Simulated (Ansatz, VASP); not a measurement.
Two plane-wave programs on SnO2

Contents of INCAR:

```
SYSTEM = SnO2
PREC = Accurate
ENCUT = 520
EDIFF = 1E-7
ISMEAR = -1
SIGMA = 0.01
LREAL = .False.
LASPH = .True.
NELM = 100
ALGO = Normal
ISIF = 2
LWAVE = .False.
LCHARG = .True.
GGA = PS
LELF = .True.
LVHAR = .True.
NBANDS = 35
```

Contents of KPOINTS:

```
regular mesh
0
Gamma
  10 10 10
  0 0 0
```

Contents of POSCAR:

```
SnO2
1.0
   -2.0000690000      2.0000690000      5.1236790000
    2.0000690000     -2.0000690000      5.1236790000
    2.0000690000      2.0000690000     -5.1236790000
Sn O
2 4
Direct
    0.7500000000      0.2500000000      0.5000000000
    0.0000000000      0.0000000000      0.0000000000
    0.7965230000      0.7965230000      0.0000000000
    0.9534770000      0.4534770000      0.5000000000
    0.2034770000      0.2034770000      0.0000000000
    0.5465230000      0.0465230000      0.5000000000
```

Input for Ansatz:

```yaml
crystal:
  lattice:
    - [-2.000069, 2.000069, 5.123679]
    - [2.000069, -2.000069, 5.123679]
    - [2.000069, 2.000069, -5.123679]
  atoms:
    - { symbol: Sn, position: [0.75, 0.25, 0.5] }
    - { symbol: Sn, position: [0.0, 0.0, 0.0] }
    - { symbol: O, position: [0.796523, 0.796523, 0.0] }
    - { symbol: O, position: [0.953477, 0.45347699999999996, 0.5] }
    - { symbol: O, position: [0.203477, 0.203477, 0.0] }
    - { symbol: O, position: [0.546523, 0.04652300000000002, 0.5] }
kpoints:
  mp_grid:
    grid: [10, 10, 10]
hamiltonian:
  xc: pbesol
scf:
  occupations:
    method: fermi_dirac
    width: 0.01
output:
  forces: true
  stress: true
```

Alike in both runs: task single point; functional PBEsol; k mesh 10 × 10 × 10; occupations fermi-dirac, width 0.01 eV; no spin polarisation.

|  | VASP | Ansatz |
| --- | --- | --- |
| version | VASP 6.6.1 | Ansatz 0.2.0 |
| potentials or method | VASP PAW PBE potentials, release 64 (Sn_d, O) | plane waves, PAW |
| plane-wave cutoff (eV) | 520 | 420 |
| valence electrons in the cell | 52 | 52 |

Ansatz gave:

| Property | Result |
| --- | --- |
| pressure (GPa) | 0.7 |
| traceless stress, the component that is largest in VASP (GPa) | -0.75 |
| rms of the force components (eV/Å) | 0.038 |

Question: What did VASP give for the same quantities?

Answer: Pressure (GPa): 1.2; traceless stress, the component that is largest in VASP (GPa): -0.59; rms of the force components (eV/Å): 0.027.

VASP's potentials were made for PBE, not for PBEsol. Atom by atom the forces differ by 0.011 eV/Å (rms over components).
